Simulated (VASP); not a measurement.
# GaP (F-43m) in VASP: notebook

Aim: see how the results for GaP move with the level of theory and the settings. Levels: PBE, HSE06, PBEsol. Tasks: single point.

All numbers are computed with VASP 6.6.1; they aren't measurements. Logs are shortened: lines on timing, memory, paths and dates and some standing lists are left out, and cuts for length are marked.

## 1. The cell of the first run

Symmetry: F-43m, No. 216, cubic system. The conventional cell has a = 5.451 Å, b = 5.451 Å, c = 5.451 Å, α = 90.00°, β = 90.00°, γ = 90.00°. Within 3.1 Å of Ga (site symmetry -43m) lie 4 P at 2.36 Å. Within 3.1 Å of P (site symmetry -43m) lie 4 Ga at 2.36 Å.

## 2. Single point, PBE, non-collinear spin, zero start, spin-orbit coupling

Contents of INCAR:

```
SYSTEM = GaP
PREC = Accurate ; ENCUT = 520
EDIFF = 1E-7 ; ISMEAR = -1
SIGMA = 0.05 ; LREAL = .FALSE.
LASPH = .TRUE. ; NELM = 150
ALGO = Normal ; ISIF = 2
LWAVE = .FALSE. ; LCHARG = .FALSE.
MAGMOM = 0 0 0 0 0 0 ; LORBIT = 11
LSORBIT = .TRUE. ; GGA_COMPAT = .FALSE.
LORBMOM = .TRUE. ; GGA = PE
NBANDS = 30
```

Contents of KPOINTS:

```
Automatic mesh
0
G
  7 7 7
  0 0 0
```

Contents of POSCAR:

```
GaP
1.0
    0.0000000000      2.7252500000      2.7252500000
    2.7252500000      0.0000000000      2.7252500000
    2.7252500000      2.7252500000      0.0000000000
Ga P
1 1
Direct
    0.0000000000      0.0000000000      0.0000000000
    0.7500000000      0.7500000000      0.7500000000
```

Potentials or basis: VASP PAW PBE potentials, release 64 (Ga_d, P).

Launch:

```sh
> cat potpaw_PBE.64/Ga_d/POTCAR potpaw_PBE.64/P/POTCAR > POTCAR
> mpirun -np 1 vasp_ncl > vasp.out
```

OUTCAR:

```text
SYSTEM = GaP
   PREC = Accurate
   ENCUT = 520
   EDIFF = 1E-7
   ISMEAR = -1
   LREAL = .FALSE.
   LASPH = .TRUE.
   NELM = 150
   ISIF = 2
   LORBIT = 11
   LSORBIT = .TRUE.
   GGA = PE

 ion  position               nearest neighbor table
   1  0.000  0.000  0.000-   2 2.36   2 2.36   2 2.36   2 2.36
   2  0.750  0.750  0.750-   1 2.36   1 2.36   1 2.36   1 2.36

  LATTYP: Found a face centered cubic cell.
 ALAT       =     5.4505000000

  Lattice vectors:

 A1 = (   0.0000000000,   2.7252500000,   2.7252500000)
 A2 = (   2.7252500000,   0.0000000000,   2.7252500000)
 A3 = (   2.7252500000,   2.7252500000,   0.0000000000)

Analysis of symmetry for initial positions (statically):
[... 5 lines left out ...]
 face centered cubic supercell.

 Subroutine GETGRP returns: Found 24 space group operations
 (whereof 24 operations were pure point group operations)
 out of a pool of 48 trial point group operations.

The static configuration has the point symmetry T_d .

Analysis of symmetry for dynamics (positions and initial velocities):
[... 5 lines left out ...]
 face centered cubic supercell.

 Subroutine GETGRP returns: Found 24 space group operations
 (whereof 24 operations were pure point group operations)
 out of a pool of 48 trial point group operations.

The dynamic configuration has the point symmetry T_d .

Analysis of structural, dynamic, and magnetic symmetry:
=====================================================================
 Subroutine PRICEL returns:
 Original cell was already a primitive cell.

 Routine SETGRP: Setting up the symmetry group for a
 face centered cubic supercell.

 Subroutine GETGRP returns: Found 24 space group operations
 (whereof 24 operations were pure point group operations)
 out of a pool of 48 trial point group operations.

The overall configuration has the point symmetry T_d .

 Subroutine INISYM returns: Found 24 space group operations
 (whereof 24 operations are pure point group operations),
 and found     1 'primitive' translations

----------------------------------------------------------------------------------------

                                     Primitive cell

  volume of cell :      40.4808

  direct lattice vectors                    reciprocal lattice vectors
     0.000000000  2.725250000  2.725250000    -0.183469406  0.183469406  0.183469406
     2.725250000  0.000000000  2.725250000     0.183469406 -0.183469406  0.183469406
     2.725250000  2.725250000  0.000000000     0.183469406  0.183469406 -0.183469406

  length of vectors
     3.854085511  3.854085511  3.854085511     0.317778334  0.317778334  0.317778334

  position of ions in fractional coordinates (direct lattice)
     0.000000000  0.000000000  0.000000000
     0.750000000  0.750000000  0.750000000

  ion indices of the primitive-cell ions
   primitive index   ion index
                 1           1
                 2           2

----------------------------------------------------------------------------------------

 KPOINTS: Automatic mesh

Automatic generation of k-mesh.
 Grid dimensions read from file:
 generate k-points for:    7    7    7

 Generating k-lattice:

  Cartesian coordinates                     Fractional coordinates (reciprocal lattice)
    -0.026209915  0.026209915  0.026209915     0.142857143  0.000000000  0.000000000
     0.026209915 -0.026209915  0.026209915     0.000000000  0.142857143  0.000000000
     0.026209915  0.026209915 -0.026209915     0.000000000  0.000000000  0.142857143

  Length of vectors
     0.045396905  0.045396905  0.045396905

  Shift w.r.t. Gamma in fractional coordinates (k-lattice)
     0.000000000  0.000000000  0.000000000

 Subroutine IBZKPT returns following result:
 ===========================================

 Found     30 irreducible k-points:

 Following reciprocal coordinates:
            Coordinates               Weight
  0.000000  0.000000  0.000000      1.000000
  0.142857  0.000000  0.000000      4.000000
 -0.142857  0.000000  0.000000      4.000000
  0.285714  0.000000  0.000000      4.000000
 -0.285714  0.000000  0.000000      4.000000
  0.428571  0.000000  0.000000      4.000000
[... 16 lines left out ...]
 -0.285714  0.285714  0.000000     12.000000
  0.428571  0.428571  0.000000      6.000000
 [... further k-points ...]
   k-points           NKPTS =     30   k-points in BZ     NKDIM =     30   number of bands    NBANDS=     30
   number of dos      NEDOS =    301   number of ions     NIONS =      2
   total plane-waves  NPLWV =  27000
   dimension x,y,z NGX =    30 NGY =   30 NGZ =   30
   dimension x,y,z NGXF=    60 NGYF=   60 NGZF=   60
   ions per type =               1   1
   NGX,Y,Z   is equivalent  to a cutoff of  12.94, 12.94, 12.94 a.u.
   NGXF,Y,Z  is equivalent  to a cutoff of  25.88, 25.88, 25.88 a.u.
 SYSTEM =  GaP
   PREC   = accura    normal or accurate (medium, high low for compatibility)
   ISTART =      0    job   : 0-new  1-cont  2-samecut
[... 91 lines left out ...]
  -------------------------------------------------------------------------------------
  Total        0.6285323      0.6285323      0.6285323     -0.0000000      0.0000000     -0.0000000
  in kB       24.8764909     24.8764909     24.8764909     -0.0000000      0.0000000     -0.0000000
  external PRESSURE =      24.8764909 kB  Pullay stress =       0.0000000 kB

 VOLUME and BASIS-vectors are now :
 -----------------------------------------------------------------------------
  energy-cutoff  :      520.00
  volume of cell :       40.48
      direct lattice vectors                 reciprocal lattice vectors
     0.000000000  2.725250000  2.725250000    -0.183469406  0.183469406  0.183469406
     2.725250000  0.000000000  2.725250000     0.183469406 -0.183469406  0.183469406
     2.725250000  2.725250000  0.000000000     0.183469406  0.183469406 -0.183469406

 POSITION                                       TOTAL-FORCE (eV/Angst)
 -----------------------------------------------------------------------------------
      0.00000      0.00000      0.00000        -0.000000     -0.000000     -0.000000
      4.08788      4.08788      4.08788         0.000000      0.000000      0.000000
 -----------------------------------------------------------------------------------
    total drift:                               -0.000000     -0.000000     -0.000000

  FREE ENERGIE OF THE ION-ELECTRON SYSTEM (eV)
  ---------------------------------------------------
  free  energy   TOTEN  =        -9.1186839845 eV

  energy  without entropy=       -9.1186839783  energy(sigma->0) =       -9.11868398

 orbital moment (x)

 # of ion     p       d       tot
 ----------------------------------------
  1        -0.000  -0.000  -0.000
  2         0.000   0.000   0.000
 ----------------------------------------
           -0.000  -0.000  -0.000

 orbital moment (y)

 # of ion     p       d       tot
 ----------------------------------------
  1        -0.000  -0.000  -0.000
  2        -0.000   0.000  -0.000
 ----------------------------------------
           -0.000  -0.000  -0.000

 orbital moment (z)

 # of ion     p       d       tot
 ----------------------------------------
  1        -0.000   0.000  -0.000
  2         0.000   0.000   0.000
 ----------------------------------------
           -0.000   0.000  -0.000

 Spin-Orbit-Coupling matrix elements

 Ion:    1  E_soc:     -0.0117083
 l=   1
     0.0000000    -0.0010988    -0.0010988
    -0.0010988     0.0000000    -0.0010988
    -0.0010988    -0.0010988     0.0000000
 l=   2
     0.0000000    -0.0001738     0.0000000    -0.0001738    -0.0006788
    -0.0001738     0.0000000    -0.0005091    -0.0001738    -0.0001697
     0.0000000    -0.0005091     0.0000000    -0.0005091     0.0000000
    -0.0001738    -0.0001738    -0.0005091     0.0000000    -0.0001697
    -0.0006788    -0.0001697     0.0000000    -0.0001697     0.0000000
 l=   3
     0.0000000     0.0000000     0.0000000     0.0000000     0.0000000     0.0000000     0.0000000
     0.0000000     0.0000000     0.0000000     0.0000000     0.0000000     0.0000000     0.0000000
     0.0000000     0.0000000     0.0000000     0.0000000     0.0000000     0.0000000     0.0000000
     0.0000000     0.0000000     0.0000000     0.0000000     0.0000000     0.0000000     0.0000000
     0.0000000     0.0000000     0.0000000     0.0000000     0.0000000     0.0000000     0.0000000
     0.0000000     0.0000000     0.0000000     0.0000000     0.0000000     0.0000000     0.0000000
     0.0000000     0.0000000     0.0000000     0.0000000     0.0000000     0.0000000     0.0000000

 Ion:    2  E_soc:     -0.0008894
 l=   1
     0.0000000    -0.0001482    -0.0001482
    -0.0001482     0.0000000    -0.0001482
    -0.0001482    -0.0001482     0.0000000
 l=   2
     0.0000000     0.0000000     0.0000000     0.0000000     0.0000000
     0.0000000     0.0000000     0.0000000     0.0000000     0.0000000
     0.0000000     0.0000000     0.0000000     0.0000000     0.0000000
     0.0000000     0.0000000     0.0000000     0.0000000     0.0000000
     0.0000000     0.0000000     0.0000000     0.0000000     0.0000000
 l=   3
     0.0000000     0.0000000     0.0000000     0.0000000     0.0000000     0.0000000     0.0000000
     0.0000000     0.0000000     0.0000000     0.0000000     0.0000000     0.0000000     0.0000000
     0.0000000     0.0000000     0.0000000     0.0000000     0.0000000     0.0000000     0.0000000
     0.0000000     0.0000000     0.0000000     0.0000000     0.0000000     0.0000000     0.0000000
     0.0000000     0.0000000     0.0000000     0.0000000     0.0000000     0.0000000     0.0000000
     0.0000000     0.0000000     0.0000000     0.0000000     0.0000000     0.0000000     0.0000000
     0.0000000     0.0000000     0.0000000     0.0000000     0.0000000     0.0000000     0.0000000

 total charge

# of ion       s       p       d       tot
------------------------------------------
    1        0.860   0.849  10.012  11.722
    2        1.020   1.526   0.000   2.546
--------------------------------------------------
tot          1.880   2.375  10.012  14.268

 magnetization (x)

# of ion       s       p       d       tot
------------------------------------------
    1       -0.000   0.000   0.000   0.000
    2       -0.000   0.000   0.000  -0.000
--------------------------------------------------
tot         -0.000   0.000   0.000   0.000

 magnetization (y)

# of ion       s       p       d       tot
------------------------------------------
    1        0.000  -0.000   0.000   0.000
    2       -0.000   0.000   0.000  -0.000
--------------------------------------------------
tot          0.000  -0.000   0.000  -0.000

 magnetization (z)

# of ion       s       p       d       tot
------------------------------------------
    1       -0.000   0.000   0.000   0.000
    2       -0.000   0.000   0.000   0.000
--------------------------------------------------
tot         -0.000   0.000   0.000   0.000
```

It took 69 s on 1 thread of Intel Xeon 6975P-C (Granite Rapids), shared host; peak memory 0.3 GiB.

Results:

```
Free energy                                           : -9.1187 eV
Pressure                                              : 2.5 GPa
Net moment                                            : 0.00 μB per cell
Valence electrons inside the program's atomic spheres : Ga 11.72; P 2.55
```

Moments on the atoms (μB; x, y, z):
```
Ga  0.00 0.00 0.00
P   0.00 0.00 0.00
```

## 3. Single point, HSE06

POSCAR is that of step 2.

Contents of INCAR.step1:

```
SYSTEM = GaP
ALGO     = Normal         ! electronic algorithm
EDIFF    = 1E-5           ! SCF threshold, eV
ENCUT    = 520            ! plane-wave cutoff, eV
GGA      = PE             ! functional
ISIF     = 2              ! what is computed and relaxed
ISMEAR   = 1              ! smearing method
LASPH    = .TRUE.         ! aspherical terms in the spheres
LCHARG   = .FALSE.        ! write CHGCAR
LREAL    = .FALSE.        ! projectors in reciprocal space
LWAVE    = .TRUE.         ! write WAVECAR
NBANDS   = 16             ! bands
NELM     = 60             ! most SCF steps
PREC     = Accurate       ! precision mode
SIGMA    = 0.05           ! smearing width, eV
```

Contents of INCAR.step2:

```
SYSTEM = GaP
ALGO     = Normal         ! electronic algorithm
EDIFF    = 1E-6           ! SCF threshold, eV
ENCUT    = 520            ! plane-wave cutoff, eV
GGA      = PE             ! functional
HFSCREEN = 0.2079         ! screening, 1/A
ISIF     = 2              ! what is computed and relaxed
ISMEAR   = 1              ! smearing method
ISTART   = 1            
LASPH    = .TRUE.         ! aspherical terms in the spheres
LCHARG   = .FALSE.        ! write CHGCAR
LHFCALC  = .TRUE.         ! exact exchange
LREAL    = .FALSE.        ! projectors in reciprocal space
LWAVE    = .FALSE.        ! write WAVECAR
NBANDS   = 16             ! bands
NELM     = 60             ! most SCF steps
PREC     = Accurate       ! precision mode
PRECFOCK = Normal       
SIGMA    = 0.05           ! smearing width, eV
```

Contents of KPOINTS:

```
k-points
0
G
  4 4 4
  0 0 0
```

Potentials or basis: VASP PAW PBE potentials, release 64 (Ga_d, P).

Launch:

```sh
> cat potpaw_PBE.64/Ga_d/POTCAR potpaw_PBE.64/P/POTCAR > POTCAR
> cp INCAR.step1 INCAR
> mpirun -np 1 vasp_std > vasp.out
> cp INCAR.step2 INCAR
> mpirun -np 1 vasp_std > vasp.out
```

Wall time 3.4 min (1 thread of Intel Xeon 6975P-C (Granite Rapids), shared host); peak memory 0.27 GiB.

The run converged. Its results:

```yaml
Free_energy: -10.6677 eV
Pressure: 1.0 GPa
Band_gap_on_the_k_mesh: 2.31 eV, indirect (least direct gap 2.84 eV)
```

Levels at points of the mesh, in eV from the valence-band top:
```tsv
k point	band 7	band 8	band 9	band 10	band 11	band 12
(0.00, 0.00, 0.00)	0.00	0.00	0.00	2.84	4.78	4.78
(0.50, 0.00, 0.00)	-7.22	-1.21	-1.21	2.54	5.62	5.62
(0.50, 0.50, 0.00)	-7.32	-2.92	-2.92	2.31	2.59	12.07
```

Caveat: the k points lie up to 0.50 Å⁻¹ apart; the PAW data sets were made with another functional, which shifts forces and pressure a little.

## 4. Single point, PBEsol

This run uses another cell than the first one, of 16.15 Å³/atom, 0.798 times its volume.

Contents of INCAR:

```
SYSTEM = GaP
PREC = Accurate
ENCUT = 520
EDIFF = 1E-7
ISMEAR = -1
SIGMA = 0.05
LREAL = .FALSE.
LASPH = .TRUE.
NELM = 60
ALGO = Normal
ISIF = 2
LWAVE = .FALSE.
LCHARG = .FALSE.
GGA = PS
NBANDS = 16
```

Contents of KPOINTS:

```
regular mesh
0
G
  8 8 8
  0 0 0
```

Contents of POSCAR:

```
GaP
1.0
    0.0000000000      2.5276193059      2.5276193059
    2.5276193059      0.0000000000      2.5276193059
    2.5276193059      2.5276193059      0.0000000000
Ga P
1 1
Direct
    0.0000000000      0.0000000000      0.0000000000
    0.7500000000      0.7500000000      0.7500000000
```

Launch:

```sh
> cat potpaw_PBE.64/Ga_d/POTCAR potpaw_PBE.64/P/POTCAR > POTCAR
> mpirun -np 1 vasp_std > vasp.out
```

It took 21 s on 1 thread of Intel Xeon Platinum 8259CL at 2.50GHz (Skylake/Cascade Lake), shared host; peak memory 0.16 GiB.

It converged, with:

```
Free energy            : -9.3152 eV
Pressure               : 29.8 GPa
Band gap on the k mesh : 0.95 eV, indirect (least direct gap 3.66 eV)
```

Levels at points of the mesh, in eV from the valence-band top:
```
           k point  band 7  band 8  band 9  band 10  band 11  band 12
(0.00, 0.00, 0.00)    0.00    0.00    0.00     3.66     3.66     3.66
(0.50, 0.00, 0.00)   -8.23   -1.51   -1.51     2.26     4.48     4.48
(0.50, 0.50, 0.00)   -8.04   -3.62   -3.62     0.95     1.33    12.21
```

Caveat: the PAW data sets were made with another functional, which shifts forces and pressure a little. A k mesh can miss the band edges.

## 5. Single point, PBEsol

This run uses another cell than the first one, of 17.06 Å³/atom, 0.843 times its volume.

Contents of INCAR:

```
  PREC = Accurate
  ENCUT = 520
  EDIFF = 1E-6
  ISMEAR = -1
  SIGMA = 0.05
  LREAL = False
  LASPH = True
  NELM = 60
  ALGO = Normal
  ISIF = 2
  LWAVE = False
  LCHARG = False
  GGA = PS
  NBANDS = 16
```

Contents of KPOINTS:

```
Automatic mesh
0
Gamma
  8 8 8
```

Contents of POSCAR:

```
GaP
1.0
    0.0000000000      2.5742824877      2.5742824877
    2.5742824877      0.0000000000      2.5742824877
    2.5742824877      2.5742824877      0.0000000000
Ga P
1 1
Direct
    0.0000000000      0.0000000000      0.0000000000
    0.7500000000      0.7500000000      0.7500000000
```

Launch:

```sh
> cat potpaw_PBE.64/Ga_d/POTCAR potpaw_PBE.64/P/POTCAR > POTCAR
> mpirun -np 1 vasp_std > vasp.out
```

Wall time 17 s (1 thread of Intel Xeon Platinum 8259CL at 2.50GHz (Skylake/Cascade Lake), shared host); peak memory 0.16 GiB.

It converged, with:

- Free energy: -9.5955 eV
- Pressure: 19.8 GPa
- Band gap on the k mesh: 1.11 eV, indirect (least direct gap 3.19 eV)

Levels at points of the mesh, in eV from the valence-band top:
```tsv
k point	band 7	band 8	band 9	band 10	band 11	band 12
(0.00, 0.00, 0.00)	0.00	0.00	0.00	3.19	3.73	3.73
(0.50, 0.00, 0.00)	-7.81	-1.41	-1.41	2.10	4.54	4.54
(0.50, 0.50, 0.00)	-7.71	-3.38	-3.38	1.11	1.45	11.82
```

Caveat: the PAW data sets were made with another functional, which shifts forces and pressure a little.

## 6. The runs side by side

| level | spin | cell | k mesh | smearing | grid for exact exchange (PRECFOCK) | screening parameter | gap on the mesh (eV) | pressure (GPa) |
| --- | --- | --- | --- | --- | --- | --- | --- | --- |
| PBE | non-collinear, zero start, SOC | a = 3.854 Å, angles 60.0°, 2 atoms | 7 × 7 × 7 | fermi-dirac 0.05 eV | - | - | - | 2.5 |
| HSE06 | off | a = 3.854 Å, angles 60.0°, 2 atoms | 4 × 4 × 4 | methfessel-paxton 0.05 eV | Normal | 0.2079 1/Å | 2.31 | 1.0 |
| PBEsol | off | a = 3.575 Å, angles 60.0°, 2 atoms | 8 × 8 × 8 | fermi-dirac 0.05 eV | - | - | 0.95 | 29.8 |
| PBEsol | off | a = 3.641 Å, angles 60.0°, 2 atoms | 8 × 8 × 8 | fermi-dirac 0.05 eV | - | - | 1.11 | 19.8 |

Alike in all rows: task single point; potentials or basis VASP PAW PBE potentials, release 64 (Ga_d, P); cutoff (eV) 520.

Caveats: some runs use coarse meshes; the PAW data sets were made with another functional, which shifts forces and pressure a little (some runs).

Absolute energies hang on the potentials; compare differences alone.
